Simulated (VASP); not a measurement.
# AlN in VASP: further runs

Runs on AlN. Level: PBEsol. Tasks: single point.

Program: VASP 6.6.1. These are calculated values, not measurements. Logs are shortened: lines on timing, memory, paths and dates and some standing lists are left out, and cuts for length are marked.

## Step 1: The cell of the first run

The structure is trigonal, space group R-3m (No. 166). The conventional cell has a = 2.965 Å, b = 2.965 Å, c = 7.560 Å, α = 90.00°, β = 90.00°, γ = 120.00°. Al (site symmetry -3m) has 6 N at 2.13 Å within 2.8 Å. N (site symmetry -3m) has 6 Al at 2.13 Å within 2.8 Å.

## Step 2: Single point, PBEsol

INCAR reads:

```
SYSTEM = AlN
  PREC = Accurate
  ENCUT = 520
  EDIFF = 1E-6
  ISMEAR = 0
  SIGMA = 0.05
  LREAL = .False.
  LASPH = .True.
  NELM = 80
  ALGO = Normal
  ISIF = 2
  LWAVE = .False.
  LCHARG = .False.
  GGA = PS
  NBANDS = 11
```

KPOINTS reads:

```
regular mesh
0
Gamma
  10 10 10
  0 0 0
```

POSCAR reads:

```
AlN
1.0
    0.0573051741      2.1538359323      2.1538359323
    2.1538359323      0.0573051741      2.1538359323
    2.1538359323      2.1538359323      0.0573051741
Al N
1 1
Direct
    0.5000000000      0.5000000000      0.5000000000
    0.0000000000      0.0000000000      0.0000000000
```

Potentials or basis: VASP PAW PBE potentials, release 64 (Al, N).

Command:

```
cat potpaw_PBE.64/Al/POTCAR potpaw_PBE.64/N/POTCAR > POTCAR
mpirun -np 1 vasp_std > vasp.out
```

OUTCAR:

```text
SYSTEM = AlN
   PREC = Accurate
   ENCUT = 520
   EDIFF = 1E-6
   ISMEAR = 0
   LREAL = .False.
   LASPH = .True.
   NELM = 80
   ISIF = 2
   GGA = PS

 ion  position               nearest neighbor table
   1  0.500  0.500  0.500-   2 2.13   2 2.13   2 2.13   2 2.13   2 2.13   2 2.13
   2  0.000  0.000  0.000-   1 2.13   1 2.13   1 2.13   1 2.13   1 2.13   1 2.13

  LATTYP: Found a trigonal (rhomboedric) cell.
 ALAT       =     3.0465229901
 COS(alpha) =     0.5264197777

  Lattice vectors:

 A1 = (   0.0573051741,   2.1538359323,   2.1538359323)
 A2 = (   2.1538359323,   0.0573051741,   2.1538359323)
 A3 = (   2.1538359323,   2.1538359323,   0.0573051741)

Analysis of symmetry for initial positions (statically):
=====================================================================
 Subroutine PRICEL returns:
 Original cell was already a primitive cell.

 Routine SETGRP: Setting up the symmetry group for a
 trigonal (rhombohedral) supercell.

 Subroutine GETGRP returns: Found 12 space group operations
 (whereof 12 operations were pure point group operations)
 out of a pool of 12 trial point group operations.

The static configuration has the point symmetry D_3d.

Analysis of symmetry for dynamics (positions and initial velocities):
=====================================================================
 Subroutine PRICEL returns:
 Original cell was already a primitive cell.

 Routine SETGRP: Setting up the symmetry group for a
 trigonal (rhombohedral) supercell.

 Subroutine GETGRP returns: Found 12 space group operations
 (whereof 12 operations were pure point group operations)
 out of a pool of 12 trial point group operations.

The dynamic configuration has the point symmetry D_3d.

 Subroutine INISYM returns: Found 12 space group operations
 (whereof 12 operations are pure point group operations),
 and found     1 'primitive' translations

----------------------------------------------------------------------------------------

                                     Primitive cell

  volume of cell :      19.1860

  direct lattice vectors                    reciprocal lattice vectors
     0.057305174  2.153835932  2.153835932    -0.241620210  0.235358245  0.235358245
     2.153835932  0.057305174  2.153835932     0.235358245 -0.241620210  0.235358245
     2.153835932  2.153835932  0.057305174     0.235358245  0.235358245 -0.241620210

  length of vectors
     3.046522990  3.046522990  3.046522990     0.411299565  0.411299565  0.411299565

  position of ions in fractional coordinates (direct lattice)
     0.500000000  0.500000000  0.500000000
     0.000000000  0.000000000  0.000000000

  ion indices of the primitive-cell ions
   primitive index   ion index
                 1           1
                 2           2

----------------------------------------------------------------------------------------

 KPOINTS: regular mesh

Automatic generation of k-mesh.
 Grid dimensions read from file:
 generate k-points for:   10   10   10

 Generating k-lattice:

  Cartesian coordinates                     Fractional coordinates (reciprocal lattice)
    -0.024162021  0.023535824  0.023535824     0.100000000  0.000000000 -0.000000000
     0.023535824 -0.024162021  0.023535824     0.000000000  0.100000000 -0.000000000
     0.023535824  0.023535824 -0.024162021     0.000000000  0.000000000  0.100000000

  Length of vectors
     0.041129957  0.041129957  0.041129957

  Shift w.r.t. Gamma in fractional coordinates (k-lattice)
     0.000000000  0.000000000  0.000000000

 Subroutine IBZKPT returns following result:
 ===========================================

 Found    116 irreducible k-points:

 Following reciprocal coordinates:
            Coordinates               Weight
  0.000000  0.000000  0.000000      1.000000
  0.100000 -0.000000 -0.000000      6.000000
  0.200000 -0.000000 -0.000000      6.000000
  0.300000 -0.000000 -0.000000      6.000000
  0.400000  0.000000  0.000000      6.000000
  0.500000 -0.000000 -0.000000      3.000000
[... 16 lines left out ...]
  0.300000  0.300000 -0.000000      6.000000
  0.400000  0.300000  0.000000     12.000000
 [... further k-points ...]
   k-points           NKPTS =    116   k-points in BZ     NKDIM =    116   number of bands    NBANDS=     11
   number of dos      NEDOS =    301   number of ions     NIONS =      2
   total plane-waves  NPLWV =  13824
   dimension x,y,z NGX =    24 NGY =   24 NGZ =   24
   dimension x,y,z NGXF=    48 NGYF=   48 NGZF=   48
   ions per type =               1   1
   NGX,Y,Z   is equivalent  to a cutoff of  13.10, 13.10, 13.10 a.u.
   NGXF,Y,Z  is equivalent  to a cutoff of  26.19, 26.19, 26.19 a.u.
 SYSTEM =  AlN
   PREC   = accura    normal or accurate (medium, high low for compatibility)
   ISTART =      0    job   : 0-new  1-cont  2-samecut
   ICHARG =      2    charge: 1-file 2-atom 10-const
   ISPIN  =      1    spin polarized calculation?
   LNONCOLLINEAR =      F non collinear calculations
   LSORBIT =      F    spin-orbit coupling
   LASPH  =      T    aspherical Exc in radial PAW
   ENCUT  =  520.0 eV  38.22 Ry    6.18 a.u.   5.66  5.66  5.66*2*pi/ulx,y,z
   NELM   =     80;   NELMIN=  2; NELMDL= -5     # of ELM steps
   EDIFF  = 0.1E-05   stopping-criterion for ELM
   LREAL  =      F    real-space projection
   EDIFFG = 0.1E-04   stopping-criterion for IOM
   NSW    =      0    number of steps for IOM
   IBRION =     -1    ionic relax: 0-MD 1-quasi-New 2-CG
   NFREE  =      0    steps in history (QN), initial steepest desc. (CG)
   ISIF   =      2    stress and relaxation
   ISYM   =      2    0-nonsym 1-usesym 2-fastsym
   POTIM  = 0.5000    time-step for ionic-motion
   TEBEG  =    0.0;   TEEND  =   0.0 temperature during run
   PSTRESS=    0.0 pullay stress
   NELECT =       8.0000    total number of electrons
   NUPDOWN=      -1.0000    fix difference up-down
   EMIN   =  10.00;   EMAX   =-10.00  energy-range for DOS
   EFERMI =   0.00;   METHOD = LEGACY
   ISMEAR =     0;   SIGMA  =   0.05  broadening in eV -4-tet -1-fermi 0-gaus
   EFERMI_NEDOS =   21; number of points for ismear=-14 and -15
   IALGO  =     38    algorithm
   IMIX   =      4    mixing-type and parameters
     AMIX     =   0.40;   BMIX     =  1.00
     AMIX_MAG =   1.60;   BMIX_MAG =  1.00
  volume/ion in A,a.u.               =       9.59        64.74
  Fermi-wavevector in a.u.,A,eV,Ry     =   1.223048  2.311225 20.352211  1.495845
  Thomas-Fermi vector in A             =   2.358172
   LORBIT       =      0    0 simple, 1 ext, 2 COOP (PROOUT), +10 PAW based schemes
   GGA     = PS    functional components
   LHFCALC =     F    Hartree Fock is set to
   AEXX    =    0.0000 exact exchange contribution
   IVDW    =     0    specifies the selected vdW correction
   LEPSILON=     F    determine dielectric tensor
   LRPA    =     F    only Hartree local field effects (RPA)
 non-spin polarized calculation
 Gauss-broadening in eV      SIGMA  =   0.05
  energy-cutoff  :      520.00
  volume of cell :       19.19
 maximum number of plane-waves:       540
   NGX = 11   NGY = 11   NGZ = 11

 number of electron       8.0000000 magnetization

 Free energy of the ion-electron system (eV)
  ---------------------------------------------------
  ext. energy  EPLUGINS =         0.00000000
  ---------------------------------------------------
  free energy    TOTEN  =       -15.14680877 eV

  energy without entropy =      -15.14680877  energy(sigma->0) =      -15.14680877

 E-fermi :   8.4879     XC(G=0): -11.7683

 val. band max:        8.2464183019   @ k =   0.0000   0.0000   0.0000
 cond. band min:      11.2188439276   @ k =   0.5000   0.5000  -0.0000
 fundamental gap:      2.9724256257
 Fermi energy:         8.4879449136

 k-point     1 :       0.0000    0.0000    0.0000
  band No.  band energies     occupation
      1      -8.1981      2.00000
      2       7.7214      2.00000
      3       8.2464      2.00000
      4       8.2464      2.00000
      5      11.6860      0.00000
      6      18.9701      0.00000
      7      19.9822      0.00000
      8      19.9822      0.00000
      9      23.7963      0.00000
     10      24.5279      0.00000
     11      24.5294      0.00000

 k-point     2 :       0.1000   -0.0000   -0.0000
  band No.  band energies     occupation
      1      -8.0163      2.00000
      2       7.1191      2.00000
      3       7.7233      2.00000
      4       8.1421      2.00000
      5      12.4034      0.00000
      6      18.7707      0.00000
      7      19.4265      0.00000
      8      20.1291      0.00000
      9      22.4605      0.00000
     10      22.8588      0.00000
     11      24.0645      0.00000

 k-point     3 :       0.2000   -0.0000   -0.0000
  band No.  band energies     occupation
      1      -7.4903      2.00000
      2       5.1761      2.00000
      3       7.4750      2.00000
      4       7.8877      2.00000
      5      13.2641      0.00000
      6      17.9698      0.00000
      7      19.3696      0.00000
      8      19.7184      0.00000
      9      21.9059      0.00000
     10      22.8501      0.00000
     11      23.3859      0.00000

 k-point     4 :       0.3000   -0.0000   -0.0000
  band No.  band energies     occupation
      1      -6.6944      2.00000
      2       3.1151      2.00000
      3       7.2324      2.00000
      4       7.6044      2.00000
      5      13.3573      0.00000
      6      18.2570      0.00000
      7      18.5116      0.00000
      8      18.7633      0.00000
      9      22.6245      0.00000
     10      23.4312      0.00000
     11      24.4576      0.00000
[... 239 lines left out ...]
 k-point    22 :      -0.2000    0.2000    0.0000
  band No.  band energies     occupation
      1      -6.4250      2.00000
      2       3.5057      2.00000
      3       5.6133      2.00000
      4       7.4220      2.00000
      5      14.9202      0.00000
      6      17.1663      0.00000
      7      17.1871      0.00000
      8      18.9331      0.00000
      9      21.9624      0.00000
     10      25.9860      0.00000
     11      26.0225      0.00000

 k-point    23 :       0.3000    0.3000   -0.0000
  band No.  band energies     occupation
      1      -6.2635      2.00000
      2       3.6135      2.00000
      3       6.0862      2.00000
      4       6.5489      2.00000
      5      13.3200      0.00000
      6      14.7997      0.00000
      7      18.0653      0.00000
      8      21.8053      0.00000
      9      22.0120      0.00000
     10      27.1827      0.00000
     11      29.6154      0.00000

 k-point    24 :       0.4000    0.3000    0.0000
  band No.  band energies     occupation
      1      -5.6321      2.00000
      2       2.7823      2.00000
      3       5.8041      2.00000
      4       5.8824      2.00000
      5      12.7301      0.00000
      6      14.9044      0.00000
      7      18.5322      0.00000
      8      21.7253      0.00000
      9      22.4811      0.00000
     10      28.1668      0.00000
     11      30.6439      0.00000

 [... further k-points ...]
[... 5 lines left out ...]
  --------------------------------------------------------------------------------------
  -------------------------------------------------------------------------------------
  Total       -3.4508939     -3.4508939     -3.4508939     -0.8431312     -0.8431312     -0.8431312
  in kB     -288.1759569   -288.1759569   -288.1759569    -70.4078875    -70.4078875    -70.4078875
  external PRESSURE =    -288.1759569 kB  Pullay stress =       0.0000000 kB

 VOLUME and BASIS-vectors are now :
 -----------------------------------------------------------------------------
  energy-cutoff  :      520.00
  volume of cell :       19.19
      direct lattice vectors                 reciprocal lattice vectors
     0.057305174  2.153835932  2.153835932    -0.241620210  0.235358245  0.235358245
     2.153835932  0.057305174  2.153835932     0.235358245 -0.241620210  0.235358245
     2.153835932  2.153835932  0.057305174     0.235358245  0.235358245 -0.241620210

 POSITION                                       TOTAL-FORCE (eV/Angst)
 -----------------------------------------------------------------------------------
      2.18249      2.18249      2.18249         0.000000     -0.000000      0.000000
      0.00000      0.00000      0.00000        -0.000000      0.000000     -0.000000
 -----------------------------------------------------------------------------------
    total drift:                                0.000000     -0.000000     -0.000000

  FREE ENERGIE OF THE ION-ELECTRON SYSTEM (eV)
  ---------------------------------------------------
  free  energy   TOTEN  =       -15.1468087670 eV

  energy  without entropy=      -15.1468087670  energy(sigma->0) =      -15.14680877
```

Run time: 23 s. Hardware: 1 thread of Intel Xeon 8259CL, shared host; peak memory 0.15 GiB.

Results:

```
Free energy            : -15.1468 eV
Pressure               : -28.8 GPa
Band gap on the k mesh : 2.97 eV, indirect (least direct gap 3.44 eV)
```

Levels at points of the mesh, in eV from the valence-band top:
```csv
k point,band 2,band 3,band 4,band 5,band 6,band 7
"(0.00, 0.00, 0.00)",-0.52,0.00,0.00,3.44,10.72,11.74
"(0.50, 0.00, 0.00)",-7.55,-1.25,-0.93,4.76,9.26,9.60
"(0.50, 0.50, 0.00)",-6.66,-2.87,-2.37,2.97,5.26,11.96
"(0.50, 0.50, 0.50)",-7.93,-0.77,-0.77,5.44,10.14,10.14
```

Caveat: the PAW data sets were made with another functional, which shifts forces and pressure a little. A k mesh can miss the band edges.

## Step 3: Single point, PBEsol

This run uses another cell than the first one, of the same volume but with other edges.

INCAR reads:

```
SYSTEM = AlN
ALGO = Normal ; EDIFF = 1E-6
ENCUT = 520 ; GGA = PS
ISIF = 2 ; ISMEAR = 0
LASPH = .True. ; LCHARG = .True.
LELF = .True. ; LREAL = .False.
LVHAR = .True. ; LWAVE = .False.
NBANDS = 11 ; NELM = 60
PREC = Accurate ; SIGMA = 0.05
```

KPOINTS reads:

```
k-points
0
Gamma
  10 10 10
  0 0 0
```

POSCAR reads:

```
AlN
1.0
   -0.0565642783      2.0968980926      2.0968980926
    2.0968980926     -0.0565642783      2.0968980926
    2.0968980926      2.0968980926     -0.0565642783
Al N
1 1
Direct
    0.5000000000      0.5000000000      0.5000000000
    0.0000000000      0.0000000000      0.0000000000
```

Potentials or basis: VASP PAW PBE potentials, release 64 (Al, N).

Command:

```
cat potpaw_PBE.64/Al/POTCAR potpaw_PBE.64/N/POTCAR > POTCAR
mpirun -np 1 vasp_std > vasp.out
```

OUTCAR:

```text
SYSTEM = AlN
   EDIFF = 1E-6
   ENCUT = 520
   GGA = PS
   ISIF = 2
   ISMEAR = 0
   LASPH = .True.
   LREAL = .False.
   NELM = 60
   PREC = Accurate

 ion  position               nearest neighbor table
   1  0.500  0.500  0.500-   2 2.13   2 2.13   2 2.13   2 2.13   2 2.13   2 2.13
   2  0.000  0.000  0.000-   1 2.13   1 2.13   1 2.13   1 2.13   1 2.13   1 2.13

  LATTYP: Found a trigonal (rhomboedric) cell.
 ALAT       =     2.9660011361
 COS(alpha) =     0.4728527458

  Lattice vectors:

 A1 = (  -0.0565642783,   2.0968980926,   2.0968980926)
 A2 = (   2.0968980926,  -0.0565642783,   2.0968980926)
 A3 = (   2.0968980926,   2.0968980926,  -0.0565642783)

Analysis of symmetry for initial positions (statically):
=====================================================================
 Subroutine PRICEL returns:
 Original cell was already a primitive cell.

 Routine SETGRP: Setting up the symmetry group for a
 trigonal (rhombohedral) supercell.

 Subroutine GETGRP returns: Found 12 space group operations
 (whereof 12 operations were pure point group operations)
 out of a pool of 12 trial point group operations.

The static configuration has the point symmetry D_3d.

Analysis of symmetry for dynamics (positions and initial velocities):
=====================================================================
 Subroutine PRICEL returns:
 Original cell was already a primitive cell.

 Routine SETGRP: Setting up the symmetry group for a
 trigonal (rhombohedral) supercell.

 Subroutine GETGRP returns: Found 12 space group operations
 (whereof 12 operations were pure point group operations)
 out of a pool of 12 trial point group operations.

The dynamic configuration has the point symmetry D_3d.

 Subroutine INISYM returns: Found 12 space group operations
 (whereof 12 operations are pure point group operations),
 and found     1 'primitive' translations

----------------------------------------------------------------------------------------

                                     Primitive cell
[... 114 lines left out ...]
  Thomas-Fermi vector in A             =   2.358172
   LORBIT       =      0    0 simple, 1 ext, 2 COOP (PROOUT), +10 PAW based schemes
   GGA     = PS    functional components
   LHFCALC =     F    Hartree Fock is set to
   AEXX    =    0.0000 exact exchange contribution
   IVDW    =     0    specifies the selected vdW correction
   LEPSILON=     F    determine dielectric tensor
   LRPA    =     F    only Hartree local field effects (RPA)
 non-spin polarized calculation
 Gauss-broadening in eV      SIGMA  =   0.05
  energy-cutoff  :      520.00
  volume of cell :       19.19
 maximum number of plane-waves:       531
 NGX is ok and might be reduce to    24

 number of electron       8.0000000 magnetization

 Free energy of the ion-electron system (eV)
  ---------------------------------------------------
  ext. energy  EPLUGINS =         0.00000000
  ---------------------------------------------------
  free energy    TOTEN  =       -15.14864123 eV

  energy without entropy =      -15.14864123  energy(sigma->0) =      -15.14864123

 E-fermi :   8.6231     XC(G=0): -11.7683

 val. band max:        8.3875691298   @ k =   0.0000   0.0000   0.0000
 cond. band min:      11.2186941282   @ k =   0.5000   0.5000   0.0000
 fundamental gap:      2.8311249983
 Fermi energy:         8.6231210129

 k-point     1 :       0.0000    0.0000    0.0000
  band No.  band energies     occupation
      1      -8.1982      2.00000
      2       7.9125      2.00000
      3       7.9125      2.00000
      4       8.3876      2.00000
      5      11.6989      0.00000
      6      19.2428      0.00000
      7      19.2428      0.00000
      8      20.4407      0.00000
      9      23.9138      0.00000
     10      24.3598      0.00000
     11      24.3598      0.00000
[... 309 lines left out ...]
 k-point    24 :       0.4000    0.3000   -0.0000
  band No.  band energies     occupation
      1      -5.6409      2.00000
      2       2.7288      2.00000
      3       5.4451      2.00000
      4       6.3293      2.00000
      5      12.9878      0.00000
      6      14.6150      0.00000
      7      18.5285      0.00000
      8      21.9927      0.00000
      9      22.2422      0.00000
     10      28.2601      0.00000
     11      30.4833      0.00000

 [... further k-points ...]
[... 5 lines left out ...]
  --------------------------------------------------------------------------------------
  -------------------------------------------------------------------------------------
  Total       -3.4520563     -3.4520563     -3.4520563      0.7739922      0.7739922      0.7739922
  in kB     -288.2730289   -288.2730289   -288.2730289     64.6342494     64.6342494     64.6342494
  external PRESSURE =    -288.2730289 kB  Pullay stress =       0.0000000 kB

 VOLUME and BASIS-vectors are now :
 -----------------------------------------------------------------------------
  energy-cutoff  :      520.00
  volume of cell :       19.19
      direct lattice vectors                 reciprocal lattice vectors
    -0.056564278  2.096898093  2.096898093    -0.229009804  0.235358654  0.235358654
     2.096898093 -0.056564278  2.096898093     0.235358654 -0.229009804  0.235358654
     2.096898093  2.096898093 -0.056564278     0.235358654  0.235358654 -0.229009804

 POSITION                                       TOTAL-FORCE (eV/Angst)
 -----------------------------------------------------------------------------------
      2.06862      2.06862      2.06862         0.000000      0.000000     -0.000000
      0.00000      0.00000      0.00000         0.000000      0.000000      0.000000
 -----------------------------------------------------------------------------------
    total drift:                                0.000000     -0.000000     -0.000000

  FREE ENERGIE OF THE ION-ELECTRON SYSTEM (eV)
  ---------------------------------------------------
  free  energy   TOTEN  =       -15.1486412315 eV

  energy  without entropy=      -15.1486412315  energy(sigma->0) =      -15.14864123
```

Run time: 24 s. Hardware: 1 thread of Intel Xeon 8259CL, shared host; peak memory 0.15 GiB.

Results:

```yaml
Free_energy: -15.1486 eV
Pressure: -28.8 GPa
Band_gap_on_the_k_mesh: 2.83 eV, indirect (least direct gap 3.31 eV)
```

Caveat: the PAW data sets were made with another functional, which shifts forces and pressure a little. A k mesh can miss the band edges.

(Part 1 of 2 ends here.)
